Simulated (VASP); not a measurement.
# Al (P6_3/mmc) in VASP: further runs

Al is run at these levels: PBEsol; tasks: single point, relaxation of cell and atoms.

All numbers are computed with VASP 6.6.1; they aren't measurements. Logs are shortened: lines on timing, memory, paths and dates and some standing lists are left out, and cuts for length are marked.

## Step 1: The cell of the first run

It takes space group P6_3/mmc (No. 194, hexagonal). The conventional cell has a = 2.847 Å, b = 2.847 Å, c = 9.248 Å, α = 90.00°, β = 90.00°, γ = 120.00°. Within 3.7 Å of Al (site symmetry -3m) lie 12 Al at 2.84 to 2.85 Å. Al (site symmetry -6m2) has 12 Al at 2.84 to 2.85 Å within 3.7 Å.

This isn't the form of Al at room conditions, which is fcc.

## Step 2: Single point, PBEsol

INCAR

```
ALGO     = Normal         # electronic algorithm
EDIFF    = 1E-6           # SCF threshold, eV
ENCUT    = 520            # plane-wave cutoff, eV
GGA      = PS             # functional
ISIF     = 2              # what is computed and relaxed
ISMEAR   = 0              # smearing method
LASPH    = True           # aspherical terms in the spheres
LCHARG   = False          # write CHGCAR
LREAL    = False          # projectors in reciprocal space
LWAVE    = False          # write WAVECAR
NBANDS   = 14             # bands
NELM     = 100            # most SCF steps
PREC     = Accurate       # precision mode
SIGMA    = 0.1            # smearing width, eV
```

KPOINTS

```
k-points
0
Gamma
  18 18 5
```

POSCAR

```
Al
1.0
    2.8473180148      0.0000000000      0.0000000000
   -1.4236590074      2.4658497335      0.0000000000
    0.0000000000      0.0000000000      9.2481525447
Al
4
Direct
    0.0000000000      0.0000000000      0.0000000000
    0.3333333333      0.6666666667      0.2500000000
    0.0000000000      0.0000000000      0.5000000000
    0.6666666667      0.3333333333      0.7500000000
```

Potentials or basis: VASP PAW PBE potentials, release 64 (Al).

Started as:

```console
cat potpaw_PBE.64/Al/POTCAR > POTCAR
mpirun -np 1 vasp_std > vasp.out
```

OUTCAR:

```text
EDIFF = 1E-6
   ENCUT = 520
   GGA = PS
   ISIF = 2
   ISMEAR = 0
   LASPH = True
   LREAL = False
   NELM = 100
   PREC = Accurate

 ion  position               nearest neighbor table
   1  0.000  0.000  0.000-   2 2.84   4 2.84   4 2.84   2 2.84   4 2.84   2 2.84
   2  0.333  0.667  0.250-   1 2.84   3 2.84   1 2.84   3 2.84   1 2.84   3 2.84
   3  0.000  0.000  0.500-   2 2.84   4 2.84   4 2.84   2 2.84   4 2.84   2 2.84
   4  0.667  0.333  0.750-   1 2.84   3 2.84   1 2.84   3 2.84   1 2.84   3 2.84

  LATTYP: Found a hexagonal cell.
 ALAT       =     2.8473180148
 C/A-ratio  =     3.2480223483

  Lattice vectors:

 A1 = (   2.8473180148,   0.0000000000,   0.0000000000)
 A2 = (  -1.4236590074,   2.4658497335,   0.0000000000)
 A3 = (   0.0000000000,   0.0000000000,   9.2481525447)

Analysis of symmetry for initial positions (statically):
=====================================================================
 Subroutine PRICEL returns:
 Original cell was already a primitive cell.

 Routine SETGRP: Setting up the symmetry group for a
 hexagonal supercell.

 Subroutine GETGRP returns: Found 24 space group operations
 (whereof 12 operations were pure point group operations)
 out of a pool of 24 trial point group operations.

The static configuration has the point symmetry D_3d.
 The point group associated with its full space group is D_6h.

Analysis of symmetry for dynamics (positions and initial velocities):
=====================================================================
 Subroutine PRICEL returns:
 Original cell was already a primitive cell.

 Routine SETGRP: Setting up the symmetry group for a
 hexagonal supercell.

 Subroutine GETGRP returns: Found 24 space group operations
 (whereof 12 operations were pure point group operations)
 out of a pool of 24 trial point group operations.

The dynamic configuration has the point symmetry D_3d.
 The point group associated with its full space group is D_6h.

 Subroutine INISYM returns: Found 24 space group operations
 (whereof 12 operations are pure point group operations),
 and found     1 'primitive' translations

----------------------------------------------------------------------------------------

                                     Primitive cell

  volume of cell :      64.9318

  direct lattice vectors                    reciprocal lattice vectors
     2.847318015  0.000000000  0.000000000     0.351207696  0.202769858  0.000000000
    -1.423659007  2.465849733  0.000000000     0.000000000  0.405539716  0.000000000
[... 105 lines left out ...]
   EFERMI_NEDOS =   21; number of points for ismear=-14 and -15
   IALGO  =     38    algorithm
   IMIX   =      4    mixing-type and parameters
     AMIX     =   0.40;   BMIX     =  1.00
     AMIX_MAG =   1.60;   BMIX_MAG =  1.00
  volume/ion in A,a.u.               =      16.23       109.55
  Fermi-wavevector in a.u.,A,eV,Ry     =   0.932501  1.762172 11.831061  0.869558
  Thomas-Fermi vector in A             =   2.059105
   LORBIT       =      0    0 simple, 1 ext, 2 COOP (PROOUT), +10 PAW based schemes
   GGA     = PS    functional components
   LHFCALC =     F    Hartree Fock is set to
   AEXX    =    0.0000 exact exchange contribution
   IVDW    =     0    specifies the selected vdW correction
   LEPSILON=     F    determine dielectric tensor
   LRPA    =     F    only Hartree local field effects (RPA)
 non-spin polarized calculation
 Gauss-broadening in eV      SIGMA  =   0.10
  energy-cutoff  :      520.00
  volume of cell :       64.93
 maximum number of plane-waves:      1769
 NGX is ok and might be reduce to    24

 number of electron      12.0000000 magnetization

 Free energy of the ion-electron system (eV)
  ---------------------------------------------------
  ext. energy  EPLUGINS =         0.00000000
  ---------------------------------------------------
  free energy    TOTEN  =       -16.31741283 eV

  energy without entropy =      -16.31020410  energy(sigma->0) =      -16.31380846

 E-fermi :   8.1295     XC(G=0): -10.3171

 val. band max:        8.1271426379   @ k =   0.3333   0.2222   0.2000
 cond. band min:       8.1352443780   @ k =   0.3333   0.3333   0.4000
 fundamental gap:      0.0081017401
 Fermi energy:         8.1295117791

 k-point     1 :       0.0000    0.0000    0.0000
  band No.  band energies     occupation
      1      -3.1236      2.00000
      2      -1.4083      2.00000
      3      -1.3993      2.00000
      4       3.4919      2.00000
      5       3.7895      2.00000
      6      11.6868      0.00000
      7      11.6991      0.00000
      8      18.8054      0.00000
      9      18.8054      0.00000
     10      18.9902      0.00000
     11      18.9902      0.00000
     12      19.9767      0.00000
     13      19.9827      0.00000
     14      20.1563      0.00000
[... 377 lines left out ...]
      1       1.8165      2.00000
      2       3.4514      2.00000
      3       3.4576      2.00000
      4       4.3835      2.00000
      5       6.0500      2.00000
      6       6.0863      2.00000
      7       8.1954      0.35153
      8       8.6653      0.00000
      9      10.4518      0.00000
     10      10.6826      0.00000
     11      11.6505      0.00000
     12      12.4114      0.00000
     13      12.6581      0.00000
     14      16.2611      0.00000

 [... further k-points ...]

------------------------ aborting loop because EDIFF is reached ----------------------------------------

  FORCE on cell =-STRESS in cart. coord.  units (eV):
  Direction    XX          YY          ZZ          XY          YZ          ZX
  --------------------------------------------------------------------------------------
  -------------------------------------------------------------------------------------
  Total        0.0269602      0.0269602      0.0185607      0.0000000      0.0000000      0.0000000
  in kB        0.6652371      0.6652371      0.4579802      0.0000000      0.0000000      0.0000000
  external PRESSURE =       0.5961514 kB  Pullay stress =       0.0000000 kB

 VOLUME and BASIS-vectors are now :
 -----------------------------------------------------------------------------
  energy-cutoff  :      520.00
  volume of cell :       64.93
      direct lattice vectors                 reciprocal lattice vectors
     2.847318015  0.000000000  0.000000000     0.351207696  0.202769858  0.000000000
    -1.423659007  2.465849733  0.000000000     0.000000000  0.405539716  0.000000000
     0.000000000  0.000000000  9.248152545     0.000000000  0.000000000  0.108129704

 POSITION                                       TOTAL-FORCE (eV/Angst)
 -----------------------------------------------------------------------------------
      0.00000      0.00000      0.00000         0.000000      0.000000     -0.000000
     -0.00000      1.64390      2.31204        -0.000000     -0.000000      0.000000
      0.00000      0.00000      4.62408         0.000000      0.000000     -0.000000
      1.42366      0.82195      6.93611         0.000000      0.000000      0.000000
 -----------------------------------------------------------------------------------
    total drift:                               -0.000000      0.000000      0.000000

  FREE ENERGIE OF THE ION-ELECTRON SYSTEM (eV)
  ---------------------------------------------------
  free  energy   TOTEN  =       -16.3174128312 eV

  energy  without entropy=      -16.3102040960  energy(sigma->0) =      -16.31380846
```

OSZICAR:

```text
N       E                     dE             d eps       ncg     rms          rms(c)
DAV:   1     0.418003501446E+01    0.41800E+01   -0.41175E+03  3108   0.655E+02
DAV:   2    -0.157575155995E+02   -0.19938E+02   -0.18423E+02  4124   0.876E+01
DAV:   3    -0.164300667636E+02   -0.67255E+00   -0.66604E+00  4046   0.131E+01
DAV:   4    -0.164347136166E+02   -0.46469E-02   -0.46461E-02  3772   0.136E+00
DAV:   5    -0.164347658086E+02   -0.52192E-04   -0.52191E-04  4074   0.150E-01    0.283E+00
DAV:   6    -0.163645226656E+02    0.70243E-01   -0.82956E-03  3618   0.453E-01    0.161E+00
DAV:   7    -0.163180989140E+02    0.46424E-01   -0.18749E-02  3552   0.658E-01    0.248E-01
DAV:   8    -0.163174343664E+02    0.66455E-03   -0.41145E-04  4336   0.104E-01    0.335E-02
DAV:   9    -0.163174129099E+02    0.21456E-04   -0.34968E-05  3776   0.272E-02    0.115E-02
DAV:  10    -0.163174128312E+02    0.78709E-07   -0.10340E-06  3194   0.653E-03
   1 F= -.16317413E+02 E0= -.16313808E+02  d E =-.720874E-02
```

stdout:

```text
POSCAR found type information on POSCAR Al
 POSCAR found :  1 types and       4 ions
 scaLAPACK will be used
 -----------------------------------------------------------------------------
|                                                                             |
|                                                                             |
|     You enforced a specific xc type in the INCAR file but a different       |
|     I HOPE YOU KNOW WHAT YOU ARE DOING!                                     |
|                                                                             |
 -----------------------------------------------------------------------------

 LDA part: xc-table for (Slater+PW92), standard interpolation
 POSCAR, INCAR and KPOINTS ok, starting setup
 FFT: planning ... GRIDC
 FFT: planning ... GRID_SOFT
 FFT: planning ... GRID
 WAVECAR not read
 entering main loop
```

Wall time 34 s (1 thread of Intel Xeon 6975P-C (Granite Rapids), shared host); peak memory 0.22 GiB.

What came out:

- Free energy: -16.3174 eV
- Pressure: 0.1 GPa
- Band gap on the k mesh: zero (bands 6 and 7 overlap by 5.59 eV)

Levels at points of the mesh, in eV from the Fermi level:
```tsv
k point	band 3	band 4	band 5	band 6	band 7	band 8	band 9	band 10
(0.00, 0.00, 0.00)	-9.53	-4.64	-4.34	3.56	3.57	10.68	10.68	10.86
(0.50, 0.00, 0.00)	-3.98	-3.91	-3.38	-3.28	0.82	1.27	1.38	1.70
```

Caveat: the PAW data sets were made with another functional, which shifts forces and pressure a little.

## Step 3: Single point, PBEsol

This run uses another cell than the first one: it holds 6 atoms, not 4.

INCAR

```
SYSTEM = Al
ALGO = Fast
EDIFF = 1E-7
ENCUT = 520
GGA = PS
ISIF = 2
ISMEAR = 0
LASPH = .True.
LCHARG = .True.
LELF = .True.
LREAL = .False.
LVHAR = .True.
LWAVE = .False.
NBANDS = 18
NELM = 100
PREC = Accurate
SIGMA = 0.1
```

KPOINTS

```
k-points
0
Gamma
  18 18 4
  0 0 0
```

POSCAR

```
Al
1.0
    2.8339686944      0.0000000000      0.0000000000
   -1.4169843472      2.4542888829      0.0000000000
    0.0000000000      0.0000000000     13.9998893033
Al
6
Direct
    0.0000000000      0.0000000000      0.0000000000
    0.3333333333      0.6666666667      0.1674278496
    0.6666666667      0.3333333333      0.3325721504
    0.0000000000      0.0000000000      0.5000000000
    0.6666666667      0.3333333333      0.6674278496
    0.3333333333      0.6666666667      0.8325721504
```

Potentials or basis: VASP PAW PBE potentials, release 64 (Al).

Started as:

```console
cat potpaw_PBE.64/Al/POTCAR > POTCAR
mpirun -np 1 vasp_std > vasp.out
```

It took 1.9 min on 1 thread of Intel Xeon 6975P-C (Granite Rapids), shared host; peak memory 0.32 GiB.

Results (log left out):

```
Free energy            : -24.5074 eV
Pressure               : 0.1 GPa
Band gap on the k mesh : zero (bands 9 and 10 overlap by 5.88 eV)
```

Levels at points of the mesh, in eV from the Fermi level:
| k point | band 4 | band 5 | band 6 | band 7 | band 8 | band 9 | band 10 | band 11 | band 12 | band 13 |
| --- | --- | --- | --- | --- | --- | --- | --- | --- | --- | --- |
| (0.00, 0.00, 0.00) | -8.28 | -8.23 | -4.70 | -4.50 | 0.36 | 0.39 | 6.51 | 6.51 | 10.98 | 10.98 |
| (0.50, 0.00, 0.00) | -4.58 | -4.50 | -4.44 | -2.65 | -2.62 | -2.00 | -1.97 | 1.04 | 1.05 | 1.43 |
| (0.00, 0.00, 0.50) | -9.55 | -6.60 | -6.60 | -2.27 | -2.27 | 3.31 | 3.31 | 9.85 | 9.85 | 11.09 |
| (0.50, 0.00, 0.50) | -5.04 | -3.86 | -3.86 | -3.38 | -3.38 | -0.92 | -0.92 | -0.43 | -0.43 | 3.32 |

Caveat: the PAW data sets were made with another functional, which shifts forces and pressure a little.

## Step 4: Relaxation of cell and atoms, PBEsol

This run uses another cell than the first one, of 16.32 Å³/atom.

INCAR

```
SYSTEM = Al
PREC = Accurate ; ENCUT = 600
EDIFF = 1E-7 ; ISMEAR = 0
SIGMA = 0.1 ; LREAL = .False.
LASPH = .True. ; NELM = 100
ALGO = Normal ; ISIF = 3
LWAVE = .False. ; LCHARG = .False.
GGA = PS ; IBRION = 2
NSW = 65 ; EDIFFG = -0.01
```

KPOINTS

```
Automatic mesh
0
Gamma
  18 18 5
  0 0 0
```

POSCAR

```
Al
1.0
    2.8507880358      0.0000000000      0.0000000000
   -1.4253940179      2.4688548598      0.0000000000
    0.0000000000      0.0000000000      9.2726119572
Al
4
Direct
    0.0000000000      0.0000000000      0.0000000000
    0.3333333333      0.6666666667      0.2500000000
    0.0000000000      0.0000000000      0.5000000000
    0.6666666667      0.3333333333      0.7500000000
```

Started as:

```console
cat potpaw_PBE.64/Al/POTCAR > POTCAR
mpirun -np 1 vasp_std > vasp.out
```

Run time: 56 s. Hardware: 1 thread of Intel Xeon 6975P-C (Granite Rapids), shared host; peak memory 0.24 GiB.

It converged, with:

- Free energy: -16.3177 eV
- Relaxed volume: 16.23 Å³/atom
- Relaxed cell: a = 2.847 Å, b = 2.847 Å, c = 9.252 Å, α = 90.00°, β = 90.00°, γ = 120.00°
- Space group after relaxing (to 0.1 Å): P6_3/mmc (No. 194)
- Energy gained by relaxing: 0.1 meV/atom
- Ionic steps: 2
- Pressure after relaxing: 0.1 GPa
- Band gap on the k mesh: zero (bands 6 and 7 overlap by 5.58 eV)

Stress tensor (GPa, compression positive):
```
0.10 0.00 0.00
0.00 0.10 0.00
0.00 0.00 0.01
```

Step by step:
| step | energy change (eV) | largest force (eV/Å) | pressure (GPa) | volume (Å³) |
| --- | --- | --- | --- | --- |
| 1 | 0.0000 | 0.0000 | -0.35 | 65.26 |
| 2 | -0.0003 | 0.0000 | 0.07 | 64.93 |

Final structure:
```
Al
1.0
     2.84662    0.00000    0.00000
    -1.42331    2.46525    0.00000
     0.00000    0.00000    9.25211
Al
4
Cartesian
  0.0000 0.0000 9.2521
  0.0000 1.6435 2.3130
  0.0000 0.0000 4.6261
  1.4233 0.8217 6.9391
```

Levels at points of the mesh, in eV from the Fermi level:
```tsv
k point	band 4	band 5	band 6	band 7	band 8	band 9
(0.00, 0.00, 0.00)	-4.64	-4.35	3.55	3.56	10.69	10.69
(0.50, 0.00, 0.00)	-3.91	-3.38	-3.28	0.82	1.27	1.37
```

Caveat: the PAW data sets were made with another functional, which shifts forces and pressure a little.

## Step 5: Summary

| task | cell | k mesh | cutoff (eV) | gap on the mesh (eV) | pressure (GPa) |
| --- | --- | --- | --- | --- | --- |
| single point | a = 2.847, b = 2.847, c = 9.248 Å, angles 90.0, 90.0, 120.0°, 4 atoms, atomic positions A | 18 × 18 × 5 | 520 | none | 0.1 |
| single point | a = 2.834, b = 2.834, c = 14.000 Å, angles 90.0, 90.0, 120.0°, 6 atoms, atomic positions B | 18 × 18 × 4 | 520 | none | 0.1 |
| relaxation of cell and atoms | relaxed from a = 2.851, b = 2.851, c = 9.273 Å, angles 90.0, 90.0, 120.0°, 4 atoms, atomic positions A | 18 × 18 × 5 | 600 | none | 0.1 |

Alike in all rows: level PBEsol; potentials or basis VASP PAW PBE potentials, release 64 (Al); no spin polarisation; smearing gaussian 0.1 eV.

Caveats: the PAW data sets were made with another functional, which shifts forces and pressure a little.

Total energies depend on the potentials used, so only differences within one code and one set of settings carry meaning.
